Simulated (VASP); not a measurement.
Here is a VASP 6.6.1 calculation.

The input POSCAR:

```
Pd
1.0
    0.0000000000      1.9465000000      1.9465000000
    1.9465000000      0.0000000000      1.9465000000
    1.9465000000      1.9465000000      0.0000000000
Pd
1
Direct
    0.0000000000      0.0000000000      0.0000000000
```

Contents of INCAR.step1:

```
SYSTEM = Pd
PREC = Accurate ; ENCUT = 520
ISMEAR = -1 ; SIGMA = 0.05
LREAL = .FALSE. ; LASPH = .TRUE.
NELM = 100 ; NBANDS = 11
GGA = PE ; ALGO = Normal
EDIFF = 1E-4 ; LWAVE = .TRUE.
LCHARG = .FALSE.
```

The input INCAR.step2:

```
SYSTEM = Pd
PREC = Accurate ; ENCUT = 520
EDIFF = 1E-7 ; ISMEAR = -1
SIGMA = 0.05 ; LREAL = .FALSE.
LASPH = .TRUE. ; NELM = 100
ALGO = Normal ; ISIF = 2
LWAVE = .FALSE. ; LCHARG = .TRUE.
METAGGA = R2SCAN ; LMIXTAU = .TRUE.
LUSE_VDW = .TRUE. ; IVDW_NL = 2
BPARAM = 11.95 ; CPARAM = 0.0093
LELF = .TRUE. ; LVHAR = .TRUE.
NBANDS = 11 ; ISTART = 1
```

File KPOINTS:

```
Automatic mesh
0
G
  12 12 12
  0 0 0
```

Potentials or basis: VASP PAW PBE potentials, release 64 (Pd).

Run with:

```console
$ cat potpaw_PBE.64/Pd/POTCAR > POTCAR
$ cp INCAR.step1 INCAR
$ mpirun -np 1 vasp_std > vasp.out
$ cp INCAR.step2 INCAR
$ mpirun -np 1 vasp_std > vasp.out
```

Question: Predict the pressure.

Answer: 0.6 GPa.

Question: Predict the band gap on the k mesh.

Answer: Zero (band 5 reaches 9.90 eV, above the bottom of band 6 at 8.22 eV).

Caveat: the PAW data sets were made with another functional, which shifts forces and pressure a little.
